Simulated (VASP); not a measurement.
Here is a VASP 6.6.1 calculation.

INCAR

```
ALGO = Normal ; EDIFF = 1E-7
ENCUT = 520 ; GGA = PE
ISIF = 2 ; ISMEAR = 0
IVDW = 12 ; LASPH = True
LCHARG = False ; LREAL = False
LWAVE = False ; NBANDS = 24
NELM = 80 ; PREC = Accurate
SIGMA = 0.15
```

KPOINTS

```
k-points
0
Gamma
  3 2 3
```

Contents of POSCAR:

```
Mg12H
1.0
    6.4200000000      0.0000000000      0.0000000000
   -4.8150000000      8.3398250000      0.0000000000
    0.0000000000      0.0000000000      5.2130400000
Mg H
12 1
Direct
   -0.0012627038     -0.0008322382      0.0033212660
    0.1613381654      0.2197439296      0.5019824603
   -0.0001965794      0.3328973309      0.0038784960
    0.1690091199      0.5483333448      0.4974562659
    0.0011500558      0.6673770246     -0.0051281951
    0.1714944523      0.8976760331      0.4972019772
    0.5008799296     -0.0006355710      0.0048275371
    0.6697055672      0.2232548093      0.5076526659
    0.4963515535      0.3307793103      0.0030098646
    0.6553632603      0.5492107374      0.4967693972
    0.5001875947      0.6667275766      0.0054394542
    0.6684817843      0.8889848145      0.5052319575
    0.0013652003      0.6671252981      0.6008509532
```

Potentials or basis: VASP PAW PBE potentials, release 64 (Mg, H).

Launch:

```bash
$ cat potpaw_PBE.64/Mg/POTCAR potpaw_PBE.64/H/POTCAR > POTCAR
$ mpirun -np 1 vasp_std > vasp.out
```

(1) Predict the dispersion energy per atom.

(2) Estimate the largest force.

Answers

(1) -0.267 eV.

(2) 0.027 eV/Å.

Caveat: the k points lie up to 0.40 Å⁻¹ apart.
